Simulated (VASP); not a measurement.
Here is a VASP 6.6.1 calculation.

INCAR

```
PREC = Accurate
ENCUT = 520
EDIFF = 1E-7
ISMEAR = 0
SIGMA = 0.1
LREAL = F
LASPH = T
NELM = 80
ALGO = Normal
ISIF = 2
LWAVE = F
LCHARG = T
GGA = PE
IVDW = 12
LELF = T
LVHAR = T
NBANDS = 11
```

Contents of KPOINTS:

```
regular mesh
0
Gamma
  18 18 10
```

The input POSCAR:

```
Si
1.0
    2.5553878597      0.0000000000      0.0000000000
   -1.2776939299      2.2130308030      0.0000000000
    0.0000000000      0.0000000000      4.3694476354
Si
2
Direct
    0.3333333333      0.6666666667      0.2500000000
    0.6666666667      0.3333333333      0.7500000000
```

Potentials or basis: VASP PAW PBE potentials, release 64 (Si).

Command:

```bash
$ cat potpaw_PBE.64/Si/POTCAR > POTCAR
$ mpirun -np 1 vasp_std > vasp.out
```

Problem. Predict the pressure.

Solution. 11.2 GPa.

Problem. What does it give for the dispersion energy per atom?

Solution. -0.505 eV.

Problem. What does it give for the band gap on the k mesh?

Solution. Zero (bands 4 and 5 overlap by 14.27 eV).

Stress tensor (GPa, compression positive):
```
11.15  0.00  0.00
 0.00 11.15  0.00
 0.00  0.00 11.25
```

Caveat: the cell stands under pressure.
